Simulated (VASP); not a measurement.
# Cr (P6_3/mmc) in VASP: a series of runs, part 2 of 2

VASP 6.6.1. The steps go on from the part before.

### 5 Single point, PBEsol+D4, collinear spin, ferromagnetic start

This run uses another cell than the first one, of 11.34 Å³/atom.

Input file INCAR:

```
  ALGO = Normal
  EDIFF = 1E-6
  ENCUT = 520
  GGA = PS
  ISIF = 2
  ISMEAR = -1
  ISPIN = 2
  IVDW = 13
  LASPH = T
  LCHARG = F
  LMAXMIX = 4
  LORBIT = 11
  LREAL = F
  LWAVE = F
  MAGMOM = 3 3
  NBANDS = 23
  NELM = 150
  PREC = Accurate
  SIGMA = 0.05
```

Input file KPOINTS:

```
k-points
0
Gamma
  11 11 6
```

Input file POSCAR:

```
Cr
1.0
    2.4452610146      0.0000000000      0.0000000000
   -1.2226305073      2.1176581576      0.0000000000
    0.0000000000      0.0000000000      4.3787537187
Cr
2
Direct
    0.6666666667      0.3333333333      0.7500000000
    0.3333333333      0.6666666667      0.2500000000
```

Potentials or basis: VASP PAW PBE potentials, release 64 (Cr_pv).

On the command line:

```
> cat potpaw_PBE.64/Cr_pv/POTCAR > POTCAR
> mpirun -np 1 vasp_std > vasp.out
```

OUTCAR:

```text
EDIFF = 1E-6
   ENCUT = 520
   GGA = PS
   ISIF = 2
   ISMEAR = -1
   ISPIN = 2
   IVDW = 13
   LASPH = T
   LORBIT = 11
   LREAL = F
   NELM = 150
   PREC = Accurate

 ion  position               nearest neighbor table
   1  0.667  0.333  0.750-   2 2.61   2 2.61   2 2.61   2 2.61   2 2.61   2 2.61
   2  0.333  0.667  0.250-   1 2.61   1 2.61   1 2.61   1 2.61   1 2.61   1 2.61

  LATTYP: Found a hexagonal cell.
 ALAT       =     2.4452610146
 C/A-ratio  =     1.7907101502

  Lattice vectors:

 A1 = (   2.4452610146,   0.0000000000,   0.0000000000)
 A2 = (  -1.2226305073,   2.1176581576,   0.0000000000)
 A3 = (   0.0000000000,   0.0000000000,   4.3787537187)

Analysis of symmetry for initial positions (statically):
=====================================================================
 Subroutine PRICEL returns:
 Original cell was already a primitive cell.

 Routine SETGRP: Setting up the symmetry group for a
 hexagonal supercell.

 Subroutine GETGRP returns: Found 24 space group operations
 (whereof 12 operations were pure point group operations)
 out of a pool of 24 trial point group operations.

The static configuration has the point symmetry D_3d.
 The point group associated with its full space group is D_6h.

Analysis of symmetry for dynamics (positions and initial velocities):
=====================================================================
 Subroutine PRICEL returns:
 Original cell was already a primitive cell.

 Routine SETGRP: Setting up the symmetry group for a
 hexagonal supercell.

 Subroutine GETGRP returns: Found 24 space group operations
 (whereof 12 operations were pure point group operations)
 out of a pool of 24 trial point group operations.

The dynamic configuration has the point symmetry D_3d.
 The point group associated with its full space group is D_6h.
[... 153 lines left out ...]

 number of electron      24.0000000 magnetization       0.0000500

 Free energy of the ion-electron system (eV)
  ---------------------------------------------------
  ext. energy  EPLUGINS =         0.00000000
  ---------------------------------------------------
  free energy    TOTEN  =       -19.66333819 eV

  energy without entropy =      -19.64249534  energy(sigma->0) =      -19.65291676

 E-fermi :  10.9221     XC(G=0): -13.9211

 val. band max:       10.9195141018   @ k =   0.3636   0.0000   0.0000
 cond. band min:      10.9222147245   @ k =   0.1818   0.0909   0.0000
 fundamental gap:      0.0027006227
 Fermi energy:        10.9220682301

 spin component 1

 k-point     1 :       0.0000    0.0000    0.0000
  band No.  band energies     occupation
      1     -32.2517      1.00000
      2     -31.4592      1.00000
      3     -31.2781      1.00000
      4     -31.2781      1.00000
      5     -31.2037      1.00000
      6     -31.2037      1.00000
[... 613 lines left out ...]
     22      27.6252      0.00000
     23      29.8771      0.00000

 [... further k-points ...]

 spin component 2

 k-point     1 :       0.0000    0.0000    0.0000
  band No.  band energies     occupation
      1     -32.2518      1.00000
      2     -31.4592      1.00000
      3     -31.2782      1.00000
      4     -31.2782      1.00000
      5     -31.2038      1.00000
      6     -31.2038      1.00000
[... 613 lines left out ...]
     22      27.6253      0.00000
     23      29.8771      0.00000

 [... further k-points ...]

------------------------ aborting loop because EDIFF is reached ----------------------------------------

  DFT-D4 for vdW energy calculation

  Edisp (eV):   -0.52671

  FORCE on cell =-STRESS in cart. coord.  units (eV):
  Direction    XX          YY          ZZ          XY          YZ          ZX
  --------------------------------------------------------------------------------------
  -------------------------------------------------------------------------------------
  Total      -0.08999    -0.08999    -0.06710     0.00000    -0.00000     0.00000
  in kB      -6.35848    -6.35848    -4.74168     0.00000    -0.00000     0.00000
  external pressure =       -5.82 kB  Pullay stress =        0.00 kB

 VOLUME and BASIS-vectors are now :
 -----------------------------------------------------------------------------
  energy-cutoff  :      520.00
  volume of cell :       22.67
      direct lattice vectors                 reciprocal lattice vectors
     2.445261015  0.000000000  0.000000000     0.408954297  0.236109874  0.000000000
    -1.222630507  2.117658158  0.000000000     0.000000000  0.472219747  0.000000000
     0.000000000  0.000000000  4.378753719     0.000000000  0.000000000  0.228375484

 POSITION                                       TOTAL-FORCE (eV/Angst)
 -----------------------------------------------------------------------------------
      1.22263      0.70589      3.28407        -0.000000      0.000000      0.000000
     -0.00000      1.41177      1.09469         0.000000     -0.000000      0.000000
 -----------------------------------------------------------------------------------
    total drift:                               -0.000000      0.000000     -0.000000

  FREE ENERGIE OF THE ION-ELECTRON SYSTEM (eV)
  ---------------------------------------------------
  free  energy   TOTEN  =       -20.1900471158 eV

  energy  without entropy=      -20.1692042669  energy(sigma->0) =      -20.17962569

 total charge

# of ion       s       p       d       tot
------------------------------------------
    1        0.449   6.403   4.274  11.126
    2        0.449   6.403   4.274  11.126
--------------------------------------------------
tot          0.899  12.806   8.548  22.253

 magnetization (x)

# of ion       s       p       d       tot
------------------------------------------
    1       -0.000   0.000  -0.000  -0.000
    2       -0.000   0.000  -0.000  -0.000
--------------------------------------------------
tot         -0.000   0.000  -0.000  -0.000
```

OSZICAR:

```text
N       E                     dE             d eps       ncg     rms          rms(c)
DAV:   1     0.238988559340E+03    0.23899E+03   -0.13733E+04  5960   0.134E+03
DAV:   2    -0.130177583402E+02   -0.25201E+03   -0.24284E+03  6042   0.381E+02
DAV:   3    -0.206933726223E+02   -0.76756E+01   -0.76131E+01  7491   0.779E+01
DAV:   4    -0.207578852171E+02   -0.64513E-01   -0.64453E-01  6128   0.731E+00
DAV:   5    -0.207586742923E+02   -0.78908E-03   -0.78907E-03  6295   0.763E-01    0.242E+01
DAV:   6    -0.192875833691E+02    0.14711E+01   -0.85914E+00  6672   0.329E+01    0.620E+00
DAV:   7    -0.196180511629E+02   -0.33047E+00   -0.39917E-01  6539   0.608E+00    0.462E+00
DAV:   8    -0.196514004518E+02   -0.33349E-01   -0.12749E-02  6259   0.112E+00    0.162E+00
DAV:   9    -0.196631490770E+02   -0.11749E-01   -0.77882E-03  6700   0.809E-01    0.430E-01
DAV:  10    -0.196630654582E+02    0.83619E-04   -0.20846E-03  6259   0.371E-01    0.188E-01
DAV:  11    -0.196632773159E+02   -0.21186E-03   -0.88720E-05  6427   0.924E-02    0.944E-02
DAV:  12    -0.196633369291E+02   -0.59613E-04   -0.24162E-05  6623   0.418E-02    0.152E-02
DAV:  13    -0.196633390491E+02   -0.21200E-05   -0.33157E-06  6245   0.146E-02    0.542E-03
DAV:  14    -0.196633381872E+02    0.86190E-06   -0.14634E-07  3189   0.410E-03
   1 F= -.20190047E+02 E0= -.20179626E+02  d E =-.208428E-01  mag=     0.0000
```

stdout:

```text
POSCAR found type information on POSCAR Cr
 POSCAR found :  1 types and       2 ions
 scaLAPACK will be used
 -----------------------------------------------------------------------------
|                                                                             |
|                                                                             |
|     You enforced a specific xc type in the INCAR file but a different       |
|     I HOPE YOU KNOW WHAT YOU ARE DOING!                                     |
|                                                                             |
 -----------------------------------------------------------------------------

 LDA part: xc-table for (Slater+PW92), standard interpolation
 POSCAR, INCAR and KPOINTS ok, starting setup
 FFT: planning ... GRIDC
 FFT: planning ... GRID_SOFT
 FFT: planning ... GRID
 WAVECAR not read
 entering main loop
```

It took 92 s on 1 thread of AMD EPYC 7R13, shared host; peak memory 0.17 GiB.

Results:

| Item | Value |
| --- | --- |
| Free energy | -20.1900 eV |
| Pressure | -0.6 GPa |
| Band gap on the k mesh | zero (filled and empty bands overlap) |
| Net moment | 0.00 μB per cell |
| Valence electrons inside the program's atomic spheres | Cr 11.13 |
| Dispersion energy per atom | -0.263 eV |

Stress tensor (GPa, compression positive):
```
-0.64  0.00  0.00
 0.00 -0.64  0.00
 0.00  0.00 -0.47
```

Caveat: an empty level that is flat over the whole mesh can mark a ghost state of the potentials, or a narrow d or f band; the moments typed at the start vanished in this run; the PAW data sets were made with another functional, which shifts forces and pressure a little.

### 6 Single point, PBE, collinear spin, ferromagnetic start

Input file INCAR:

```
SYSTEM = Cr
ALGO = Normal
EDIFF = 1E-7
ENCUT = 520
GGA = PE
ISIF = 2
ISMEAR = 0
ISPIN = 2
LASPH = .TRUE.
LCHARG = .FALSE.
LMAXMIX = 4
LORBIT = 11
LREAL = .FALSE.
LWAVE = .FALSE.
MAGMOM = 3 3
NBANDS = 23
NELM = 150
PREC = Accurate
SIGMA = 0.013000000000000001
```

Input file KPOINTS:

```
k-points
0
G
  11 11 6
  0 0 0
```

Input file POSCAR:

```
Cr
1.0
    2.7140000000      0.0000000000      0.0000000000
   -1.3570000000      2.3503929459      0.0000000000
    0.0000000000      0.0000000000      4.4100000000
Cr
2
Direct
    0.6666666667      0.3333333333      0.7500000000
    0.3333333333      0.6666666667      0.2500000000
```

Potentials or basis: VASP PAW PBE potentials, release 64 (Cr_pv).

On the command line:

```
> cat potpaw_PBE.64/Cr_pv/POTCAR > POTCAR
> mpirun -np 1 vasp_std > vasp.out
```

Wall time 5.9 min (1 thread of AMD EPYC 7R13, shared host); peak memory 0.19 GiB.

Results (log left out):

| Property | Result |
| --- | --- |
| Free energy | -17.7034 eV |
| Pressure | -25.6 GPa |
| Net moment | 2.13 μB per cell |
| Site moments | Cr +0.96 μB |
| Valence electrons inside the program's atomic spheres | Cr 10.72 |

Stress tensor (GPa, compression positive):
```
-26.24   0.00   0.00
  0.00 -26.24   0.00
  0.00   0.00 -24.42
```

Levels at points of the mesh, in eV from the Fermi level:
Spin up:
```csv
k point,band 9,band 10,band 11,band 12,band 13,band 14,band 15,band 16,band 17,band 18
"(0.00, 0.00, 0.00)",-0.76,-0.76,-0.68,-0.40,-0.40,0.04,0.04,0.35,1.27,1.27
"(0.00, 0.00, 0.50)",-1.18,-1.18,-0.82,-0.82,-0.82,-0.82,0.93,0.93,0.93,0.93
```
Spin down:
```tsv
k point	band 7	band 8	band 9	band 10	band 11	band 12	band 13	band 14	band 15	band 16
(0.00, 0.00, 0.00)	-6.83	-3.07	0.03	0.15	0.15	0.53	0.53	0.66	1.05	1.05
(0.00, 0.00, 0.50)	-4.86	-4.86	-0.54	-0.54	0.10	0.10	0.10	0.10	1.96	1.96
```

Caveat: the cell stands under tension; an empty level that is flat over the whole mesh can mark a ghost state of the potentials, or a narrow d or f band.

### 7 The runs side by side

| potentials or basis | fixed moment (μB) | k mesh | cutoff (eV) | smearing | pressure (GPa) | moment (μB) |
| --- | --- | --- | --- | --- | --- | --- |
| VASP PAW PBE potentials, release 64 (Cr_sv) | 4.5 | 9 × 9 × 5 | 700 | fermi-dirac 0.05 eV | -9.8 | 4.50 |
| VASP PAW PBE potentials, release 64 (Cr_sv) | 6.0 | 9 × 9 × 5 | 700 | fermi-dirac 0.05 eV | 6.6 | 6.00 |
| VASP PAW PBE potentials, release 64 (Cr_sv) | 7.5 | 9 × 9 × 5 | 700 | fermi-dirac 0.05 eV | 26.7 | 7.50 |
| VASP PAW PBE potentials, release 64 (Cr_pv) | - | 11 × 11 × 6 | 520 | gaussian 0.013 eV | -25.6 | 2.13 |

Alike in all rows: task single point; level PBE; spin collinear, ferromagnetic start; cell as given.

Caveats: the total moment is fixed, so each spin has its own Fermi level and the state may be an excited one (at least some runs); the cell stands under pressure (at least some runs); the stress differs along the axes, from -14 to -8 GPa (at least some runs); the cell stands under tension (at least some runs); an empty level that is flat over the whole mesh can mark a ghost state of the potentials, or a narrow d or f band (at least some runs).

Total energies depend on the potentials used, so only differences within one code and one set of settings carry meaning.
